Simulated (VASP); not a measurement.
A run of VASP 6.6.1 is set up as follows.

File INCAR:

```
PREC     = Accurate       # precision mode
ENCUT    = 520            # plane-wave cutoff, eV
EDIFF    = 1E-7           # SCF threshold, eV
ISMEAR   = 0              # smearing method
SIGMA    = 0.15           # smearing width, eV
LREAL    = False          # projectors in reciprocal space
LASPH    = True           # aspherical terms in the spheres
NELM     = 60             # most SCF steps
ALGO     = Normal         # electronic algorithm
ISIF     = 2              # what is computed and relaxed
LWAVE    = False          # write WAVECAR
LCHARG   = True           # write CHGCAR
GGA      = PE             # functional
LELF     = True           # ELF
LVHAR    = True         
NBANDS   = 8              # bands
```

Contents of KPOINTS:

```
regular mesh
0
Gamma
  24 24 24
```

Contents of POSCAR:

```
Sb
1.0
   -1.5272406777      1.5272406777      2.8898476584
    1.5272406777     -1.5272406777      2.8898476584
    1.5272406777      1.5272406777     -2.8898476584
Sb
1
Direct
    0.0000000000      0.0000000000      0.0000000000
```

Potentials or basis: VASP PAW PBE potentials, release 64 (Sb).

Launch:

```sh
$ cat potpaw_PBE.64/Sb/POTCAR > POTCAR
$ mpirun -np 1 vasp_std > vasp.out
```

Q: Predict the band gap on the k mesh.

A: Zero (an odd number of electrons rules out a gap without spin polarisation).

Q: Predict the pressure.

A: 3.2 GPa.

Stress tensor (GPa, compression positive):
```
4.44 0.00 0.00
0.00 4.44 0.00
0.00 0.00 0.84
```

Caveat: the cell stands under pressure; spin-orbit coupling is left out, which moves the levels of the heavy elements.
